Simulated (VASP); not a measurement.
Input of a VASP 6.6.1 run:

The input INCAR:

```
PREC = Accurate
ENCUT = 600
EDIFF = 1E-6
ISMEAR = 0
SIGMA = 0.01
LREAL = False
LASPH = True
NELM = 120
ALGO = Normal
ISIF = 2
LWAVE = False
LCHARG = True
LELF = True
LVHAR = True
NBANDS = 11
GGA_COMPAT = False
```

KPOINTS

```
Automatic mesh
0
Gamma
  10 10 10
```

File POSCAR:

```
MgO
1.0
    0.0000000000      2.0470579066      2.0470579066
    2.0470579066      0.0000000000      2.0470579066
    2.0470579066      2.0470579066      0.0000000000
Mg O
1 1
Direct
    0.0000000000      0.0000000000      0.0000000000
    0.5000000000      0.5000000000      0.5000000000
```

Potentials or basis: VASP PAW LDA potentials, release 64 (Mg, O).

Command:

```sh
$ cat potpaw_LDA.64/Mg/POTCAR potpaw_LDA.64/O/POTCAR > POTCAR
$ mpirun -np 1 vasp_std > vasp.out
```

Task: What does it give for the band gap on the k mesh?

Result: 5.53 eV, direct.

Task: What does it give for the pressure?

Result: 7.0 GPa.
